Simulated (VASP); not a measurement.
# KBr (Fm-3m) in VASP: further runs

The runs below take KBr through single point, with PBEsol.

Program: VASP 6.6.1. These are calculated values, not measurements. Logs are shortened: lines on timing, memory, paths and dates and some standing lists are left out, and cuts for length are marked.

## (1) The cell of the first run

It takes space group Fm-3m (No. 225, cubic). The conventional cell has a = 6.605 Å, b = 6.605 Å, c = 6.605 Å, α = 90.00°, β = 90.00°, γ = 90.00°. Within 4.3 Å of K (site symmetry m-3m) lie 6 Br at 3.30 Å. Within 4.3 Å of Br (site symmetry m-3m) lie 6 K at 3.30 Å.

## (2) Single point, PBEsol

File INCAR:

```
SYSTEM = KBr
PREC     = Accurate       ! precision mode
ENCUT    = 520            ! plane-wave cutoff, eV
EDIFF    = 1E-6           ! SCF threshold, eV
ISMEAR   = 0              ! smearing method
SIGMA    = 0.01           ! smearing width, eV
LREAL    = .False.        ! projectors in reciprocal space
LASPH    = .True.         ! aspherical terms in the spheres
NELM     = 100            ! most SCF steps
ALGO     = Normal         ! electronic algorithm
ISIF     = 2              ! what is computed and relaxed
LWAVE    = .False.        ! write WAVECAR
LCHARG   = .True.         ! write CHGCAR
GGA      = PS             ! functional
LELF     = .True.         ! ELF
LVHAR    = .True.       
NBANDS   = 15             ! bands
```

File KPOINTS:

```
regular mesh
0
Gamma
  4 4 4
  0 0 0
```

File POSCAR:

```
KBr
1.0
    0.0000000000      3.3024386828      3.3024386828
    3.3024386828      0.0000000000      3.3024386828
    3.3024386828      3.3024386828      0.0000000000
K Br
1 1
Direct
    0.0000000000      0.0000000000      0.0000000000
    0.5000000000      0.5000000000      0.5000000000
```

Potentials or basis: VASP PAW PBE potentials, release 64 (K_sv, Br).

The run is started by

```sh
cat potpaw_PBE.64/K_sv/POTCAR potpaw_PBE.64/Br/POTCAR > POTCAR
mpirun -np 1 vasp_std > vasp.out
```

OUTCAR:

```text
SYSTEM = KBr
   PREC = Accurate
   ENCUT = 520
   EDIFF = 1E-6
   ISMEAR = 0
   LREAL = .False.
   LASPH = .True.
   NELM = 100
   ISIF = 2
   GGA = PS

 ion  position               nearest neighbor table
   1  0.000  0.000  0.000-
   2  0.500  0.500  0.500-

  LATTYP: Found a face centered cubic cell.
 ALAT       =     6.6048773656

  Lattice vectors:

 A1 = (   0.0000000000,   3.3024386828,   3.3024386828)
 A2 = (   3.3024386828,   0.0000000000,   3.3024386828)
 A3 = (   3.3024386828,   3.3024386828,   0.0000000000)

Analysis of symmetry for initial positions (statically):
=====================================================================
 Subroutine PRICEL returns:
 Original cell was already a primitive cell.

 Routine SETGRP: Setting up the symmetry group for a
 face centered cubic supercell.

 Subroutine GETGRP returns: Found 48 space group operations
 (whereof 48 operations were pure point group operations)
 out of a pool of 48 trial point group operations.

The static configuration has the point symmetry O_h .

Analysis of symmetry for dynamics (positions and initial velocities):
=====================================================================
 Subroutine PRICEL returns:
 Original cell was already a primitive cell.

 Routine SETGRP: Setting up the symmetry group for a
 face centered cubic supercell.

 Subroutine GETGRP returns: Found 48 space group operations
 (whereof 48 operations were pure point group operations)
 out of a pool of 48 trial point group operations.

The dynamic configuration has the point symmetry O_h .

 Subroutine INISYM returns: Found 48 space group operations
 (whereof 48 operations are pure point group operations),
 and found     1 'primitive' translations

----------------------------------------------------------------------------------------

                                     Primitive cell

  volume of cell :      72.0335

  direct lattice vectors                    reciprocal lattice vectors
     0.000000000  3.302438683  3.302438683    -0.151403265  0.151403265  0.151403265
     3.302438683  0.000000000  3.302438683     0.151403265 -0.151403265  0.151403265
     3.302438683  3.302438683  0.000000000     0.151403265  0.151403265 -0.151403265

  length of vectors
     4.670353574  4.670353574  4.670353574     0.262238148  0.262238148  0.262238148

  position of ions in fractional coordinates (direct lattice)
     0.000000000  0.000000000  0.000000000
     0.500000000  0.500000000  0.500000000

  ion indices of the primitive-cell ions
   primitive index   ion index
                 1           1
                 2           2

----------------------------------------------------------------------------------------

 KPOINTS: regular mesh

Automatic generation of k-mesh.
 Grid dimensions read from file:
 generate k-points for:    4    4    4

 Generating k-lattice:

  Cartesian coordinates                     Fractional coordinates (reciprocal lattice)
    -0.037850816  0.037850816  0.037850816     0.250000000  0.000000000  0.000000000
     0.037850816 -0.037850816  0.037850816     0.000000000  0.250000000  0.000000000
     0.037850816  0.037850816 -0.037850816     0.000000000  0.000000000  0.250000000

  Length of vectors
     0.065559537  0.065559537  0.065559537

  Shift w.r.t. Gamma in fractional coordinates (k-lattice)
     0.000000000  0.000000000  0.000000000

 Subroutine IBZKPT returns following result:
 ===========================================

 Found      8 irreducible k-points:

 Following reciprocal coordinates:
            Coordinates               Weight
  0.000000  0.000000  0.000000      1.000000
  0.250000  0.000000  0.000000      8.000000
  0.500000  0.000000  0.000000      4.000000
  0.250000  0.250000  0.000000      6.000000
  0.500000  0.250000  0.000000     24.000000
 -0.250000  0.250000  0.000000     12.000000
  0.500000  0.500000  0.000000      3.000000
 -0.250000  0.500000  0.250000      6.000000
   k-points           NKPTS =      8   k-points in BZ     NKDIM =      8   number of bands    NBANDS=     15
   number of dos      NEDOS =    301   number of ions     NIONS =      2
   total plane-waves  NPLWV =  46656
   dimension x,y,z NGX =    36 NGY =   36 NGZ =   36
   dimension x,y,z NGXF=    72 NGYF=   72 NGZF=   72
   ions per type =               1   1
   NGX,Y,Z   is equivalent  to a cutoff of  12.81, 12.81, 12.81 a.u.
   NGXF,Y,Z  is equivalent  to a cutoff of  25.63, 25.63, 25.63 a.u.
 SYSTEM =  KBr
   PREC   = accura    normal or accurate (medium, high low for compatibility)
   ISTART =      0    job   : 0-new  1-cont  2-samecut
   ICHARG =      2    charge: 1-file 2-atom 10-const
   ISPIN  =      1    spin polarized calculation?
   LNONCOLLINEAR =      F non collinear calculations
   LSORBIT =      F    spin-orbit coupling
   LASPH  =      T    aspherical Exc in radial PAW
   ENCUT  =  520.0 eV  38.22 Ry    6.18 a.u.   8.68  8.68  8.68*2*pi/ulx,y,z
   NELM   =    100;   NELMIN=  2; NELMDL= -5     # of ELM steps
   EDIFF  = 0.1E-05   stopping-criterion for ELM
   LREAL  =      F    real-space projection
[... 7 lines left out ...]
   TEBEG  =    0.0;   TEEND  =   0.0 temperature during run
   PSTRESS=    0.0 pullay stress
   NELECT =      16.0000    total number of electrons
   NUPDOWN=      -1.0000    fix difference up-down
   EMIN   =  10.00;   EMAX   =-10.00  energy-range for DOS
   EFERMI =   0.00;   METHOD = LEGACY
   ISMEAR =     0;   SIGMA  =   0.01  broadening in eV -4-tet -1-fermi 0-gaus
   EFERMI_NEDOS =   21; number of points for ismear=-14 and -15
   IALGO  =     38    algorithm
   IMIX   =      4    mixing-type and parameters
     AMIX     =   0.40;   BMIX     =  1.00
     AMIX_MAG =   1.60;   BMIX_MAG =  1.00
  volume/ion in A,a.u.               =      36.02       243.05
  Fermi-wavevector in a.u.,A,eV,Ry     =   0.991448  1.873566 13.374115  0.982970
  Thomas-Fermi vector in A             =   2.123190
   LORBIT       =      0    0 simple, 1 ext, 2 COOP (PROOUT), +10 PAW based schemes
   GGA     = PS    functional components
   LHFCALC =     F    Hartree Fock is set to
   AEXX    =    0.0000 exact exchange contribution
   IVDW    =     0    specifies the selected vdW correction
   LEPSILON=     F    determine dielectric tensor
   LRPA    =     F    only Hartree local field effects (RPA)
 non-spin polarized calculation
 Gauss-broadening in eV      SIGMA  =   0.01
  energy-cutoff  :      520.00
  volume of cell :       72.03
 maximum number of plane-waves:      1964
 NGX is ok and might be reduce to    36
   NGX = 17   NGY = 17   NGZ = 17

 number of electron      15.9999997 magnetization

 Free energy of the ion-electron system (eV)
  ---------------------------------------------------
  ext. energy  EPLUGINS =         0.00000000
  ---------------------------------------------------
  free energy    TOTEN  =        -6.45804221 eV

  energy without entropy =       -6.45804221  energy(sigma->0) =       -6.45804221

 E-fermi :  -1.7622     XC(G=0):  -7.5358

 val. band max:       -1.8343272311   @ k =   0.0000   0.0000   0.0000
 cond. band min:       2.4388688979   @ k =   0.0000   0.0000   0.0000
 fundamental gap:      4.2731961290
 Fermi energy:        -1.7621596833

 k-point     1 :       0.0000    0.0000    0.0000
  band No.  band energies     occupation
      1     -29.4524      2.00000
      2     -14.1377      2.00000
      3     -12.9948      2.00000
      4     -12.9948      2.00000
      5     -12.9948      2.00000
      6      -1.8343      2.00000
      7      -1.8343      2.00000
      8      -1.8343      2.00000
      9       2.4389      0.00000
     10       5.6939      0.00000
     11       5.6939      0.00000
     12       5.6939      0.00000
     13       6.5304      0.00000
     14       6.5304      0.00000
     15       9.5520      0.00000

 k-point     2 :       0.2500    0.0000    0.0000
  band No.  band energies     occupation
      1     -29.4495      2.00000
      2     -14.2245      2.00000
      3     -12.9976      2.00000
      4     -12.9976      2.00000
      5     -12.8730      2.00000
      6      -2.5232      2.00000
      7      -2.0107      2.00000
      8      -2.0107      2.00000
      9       3.7011      0.00000
     10       5.5473      0.00000
     11       6.4008      0.00000
     12       6.4008      0.00000
     13       7.3022      0.00000
     14       7.3022      0.00000
     15      10.3229      0.00000

 k-point     3 :       0.5000    0.0000    0.0000
  band No.  band energies     occupation
      1     -29.4466      2.00000
      2     -14.2984      2.00000
      3     -13.0005      2.00000
      4     -13.0005      2.00000
      5     -12.7633      2.00000
      6      -3.0382      2.00000
      7      -2.1729      2.00000
      8      -2.1729      2.00000
      9       4.5993      0.00000
     10       6.2855      0.00000
     11       7.8840      0.00000
     12       7.8840      0.00000
     13       8.1368      0.00000
     14       8.1368      0.00000
     15       9.0321      0.00000

 k-point     4 :       0.2500    0.2500    0.0000
  band No.  band energies     occupation
      1     -29.4486      2.00000
      2     -14.1769      2.00000
      3     -13.0132      2.00000
      4     -13.0132      2.00000
      5     -12.9163      2.00000
      6      -2.5576      2.00000
      7      -1.9994      2.00000
      8      -1.9994      2.00000
      9       3.9218      0.00000
     10       4.5890      0.00000
     11       6.9569      0.00000
     12       7.1517      0.00000
     13       7.1517      0.00000
     14       7.6861      0.00000
     15       9.8114      0.00000

 k-point     5 :       0.5000    0.2500    0.0000
  band No.  band energies     occupation
      1     -29.4458      2.00000
      2     -14.1830      2.00000
      3     -13.0362      2.00000
      4     -13.0162      2.00000
      5     -12.8920      2.00000
      6      -2.7381      2.00000
      7      -2.3063      2.00000
      8      -2.1491      2.00000
      9       4.6975      0.00000
     10       5.6078      0.00000
     11       7.0051      0.00000
     12       7.7425      0.00000
     13       7.8603      0.00000
     14       8.3488      0.00000
     15       9.0494      0.00000

 k-point     6 :      -0.2500    0.2500    0.0000
  band No.  band energies     occupation
      1     -29.4467      2.00000
      2     -14.2294      2.00000
      3     -13.0365      2.00000
      4     -13.0007      2.00000
      5     -12.8336      2.00000
      6      -2.7690      2.00000
      7      -2.2460      2.00000
      8      -2.1606      2.00000
      9       4.9127      0.00000
     10       5.5136      0.00000
     11       6.9054      0.00000
     12       7.0462      0.00000
     13       7.7234      0.00000
     14       8.7659      0.00000
     15       9.1128      0.00000

 k-point     7 :       0.5000    0.5000    0.0000
  band No.  band energies     occupation
      1     -29.4449      2.00000
      2     -14.0390      2.00000
      3     -13.0884      2.00000
      4     -13.0319      2.00000
      5     -13.0319      2.00000
      6      -2.6647      2.00000
      7      -2.1248      2.00000
      8      -2.1248      2.00000
      9       3.9137      0.00000
     10       5.2483      0.00000
     11       7.4917      0.00000
     12       7.5017      0.00000
     13       7.7838      0.00000
     14       8.9350      0.00000
     15       8.9350      0.00000

 k-point     8 :      -0.2500    0.5000    0.2500
  band No.  band energies     occupation
      1     -29.4449      2.00000
      2     -14.1277      2.00000
      3     -13.0600      2.00000
      4     -13.0600      2.00000
      5     -12.9071      2.00000
      6      -2.4342      2.00000
      7      -2.4342      2.00000
      8      -2.3812      2.00000
      9       5.4372      0.00000
     10       5.4372      0.00000
     11       6.3283      0.00000
     12       7.0732      0.00000
     13       8.7785      0.00000
     14       8.9609      0.00000
     15       9.1507      0.00000

------------------------ aborting loop because EDIFF is reached ----------------------------------------

  FORCE on cell =-STRESS in cart. coord.  units (eV):
  Direction    XX          YY          ZZ          XY          YZ          ZX
  --------------------------------------------------------------------------------------
  -------------------------------------------------------------------------------------
  Total       -0.1373213     -0.1373213     -0.1373213      0.0000000      0.0000000      0.0000000
  in kB       -3.0543175     -3.0543175     -3.0543175      0.0000000      0.0000000      0.0000000
  external PRESSURE =      -3.0543175 kB  Pullay stress =       0.0000000 kB

 VOLUME and BASIS-vectors are now :
 -----------------------------------------------------------------------------
  energy-cutoff  :      520.00
  volume of cell :       72.03
      direct lattice vectors                 reciprocal lattice vectors
     0.000000000  3.302438683  3.302438683    -0.151403265  0.151403265  0.151403265
     3.302438683  0.000000000  3.302438683     0.151403265 -0.151403265  0.151403265
     3.302438683  3.302438683  0.000000000     0.151403265  0.151403265 -0.151403265

 POSITION                                       TOTAL-FORCE (eV/Angst)
 -----------------------------------------------------------------------------------
      0.00000      0.00000      0.00000         0.000000     -0.000000      0.000000
      3.30244      3.30244      3.30244         0.000000      0.000000     -0.000000
 -----------------------------------------------------------------------------------
    total drift:                                0.000000      0.000000      0.000000

  FREE ENERGIE OF THE ION-ELECTRON SYSTEM (eV)
  ---------------------------------------------------
  free  energy   TOTEN  =        -6.4580422142 eV

  energy  without entropy=       -6.4580422142  energy(sigma->0) =       -6.45804221
```

It took 13 s on 1 thread of Intel Xeon Platinum 8259CL at 2.50GHz (Skylake/Cascade Lake), shared host; peak memory 0.2 GiB.

Results:

| Property | Result |
| --- | --- |
| Free energy | -6.4580 eV |
| Pressure | -0.3 GPa |
| Band gap on the k mesh | 4.27 eV |

Caveat: the PAW data sets were made with another functional, which shifts forces and pressure a little.

## (3) Single point, PBEsol

File INCAR:

```
SYSTEM = KBr
  ALGO = Normal
  EDIFF = 1E-7
  ENCUT = 520
  GGA = PS
  ISIF = 2
  ISMEAR = -1
  LASPH = .True.
  LCHARG = .False.
  LREAL = .False.
  LWAVE = .False.
  NBANDS = 15
  NELM = 60
  PREC = Accurate
  SIGMA = 0.5
```

File KPOINTS:

```
k-points
0
Gamma
  4 4 4
  0 0 0
```

POSCAR is that of step 2.

Potentials or basis: VASP PAW PBE potentials, release 64 (K_sv, Br).

The run is started by

```sh
cat potpaw_PBE.64/K_sv/POTCAR potpaw_PBE.64/Br/POTCAR > POTCAR
mpirun -np 1 vasp_std > vasp.out
```

Run time: 12 s. Hardware: 1 thread of Intel Xeon Platinum 8259CL at 2.50GHz (Skylake/Cascade Lake), shared host; peak memory 0.2 GiB.

The run converged. Its results:

```yaml
Free_energy: -6.4644 eV
Pressure: -0.3 GPa
Band_gap_on_the_k_mesh: 4.28 eV
```

Levels at points of the mesh, in eV from the valence-band top:
```csv
k point,band 5,band 6,band 7,band 8,band 9,band 10,band 11,band 12
"(0.00, 0.00, 0.00)",-11.15,0.00,0.00,0.00,4.28,7.53,7.53,7.53
"(0.50, 0.00, 0.00)",-10.92,-1.20,-0.34,-0.34,6.44,8.12,9.73,9.73
"(0.50, 0.50, 0.00)",-11.19,-0.83,-0.29,-0.29,5.75,7.09,9.33,9.33
```

Caveat: the PAW data sets were made with another functional, which shifts forces and pressure a little.
